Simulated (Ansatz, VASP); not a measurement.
## Te: VASP beside Ansatz

Contents of INCAR:

```
SYSTEM = Te
PREC     = Accurate       ! precision mode
ENCUT    = 520            ! plane-wave cutoff, eV
EDIFF    = 1E-8           ! SCF threshold, eV
ISMEAR   = -1             ! smearing method
SIGMA    = 0.08           ! smearing width, eV
LREAL    = .False.        ! projectors in reciprocal space
LASPH    = .True.         ! aspherical terms in the spheres
NELM     = 100            ! most SCF steps
ALGO     = Normal         ! electronic algorithm
ISIF     = 2              ! what is computed and relaxed
LWAVE    = .False.        ! write WAVECAR
LCHARG   = .False.        ! write CHGCAR
LEFG     = .True.       
NBANDS   = 16             ! bands
```

KPOINTS

```
regular mesh
0
Gamma
  9 9 6
  0 0 0
```

Contents of POSCAR:

```
Te
1.0
    4.5917394425      0.0000000000      0.0000000000
   -2.2958697213      3.9765630047      0.0000000000
    0.0000000000      0.0000000000      5.9250000000
Te
3
Direct
    0.7450000000      0.0000000000      0.3333333333
    0.0000000000      0.7450000000      0.6666666667
    0.2550000000      0.2550000000      0.0000000000
```

Input for Ansatz:

```yaml
crystal:
  lattice:
    - [4.5917394425, 0.0, 0.0]
    - [-2.2958697213, 3.9765630047, 0.0]
    - [0.0, 0.0, 5.925]
  atoms:
    - { symbol: Te, position: [0.745, 0.0, 0.3333333333] }
    - { symbol: Te, position: [0.0, 0.745, 0.6666666667] }
    - { symbol: Te, position: [0.255, 0.255, 0.0] }
kpoints:
  mp_grid: { grid: [9, 9, 6] }
scf:
  occupations: { method: fermi_dirac, width: 0.08 }
hamiltonian:
  xc: lda
  pseudopotentials: { kind: all_electron, datasets: crystal }
output:
  forces: true
  stress: true
  eigenvalues: true
  efg: { contact_densities: true }
```

Change from the starting cell: equal xx and yy strain of +3 %, crystal datasets.

Alike in both runs: task electric field gradients; functional LDA; k mesh 9 × 9 × 6; occupations fermi-dirac, width 0.08 eV; no spin polarisation.

|  | VASP | Ansatz |
| --- | --- | --- |
| version | VASP 6.6.1 | Ansatz 0.2.0 |
| potentials or method | VASP PAW LDA potentials, release 64 (Te), cutoff 520 eV | all-electron PAW with datasets made for the crystal, scalar-relativistic |

|  | VASP | Ansatz | Ansatz less VASP |
| --- | --- | --- | --- |
| pressure (GPa) | -2.4 | -2.5 | -0.10 |
| rms of the force components (eV/Å) | 0.095 | 0.076 | -0.0196 |
| size of Vzz on the site where it differs most (V/Å²) | 582.5 | 608.0 | +25.53 |

LDA's correlation is that of Perdew and Zunger in VASP and of Perdew and Wang (1992) in Ansatz. Atom by atom the forces differ by 0.020 eV/Å (rms over components). Ansatz ran all-electron here, and VASP with PAW potentials.

Spin-orbit coupling is off throughout.
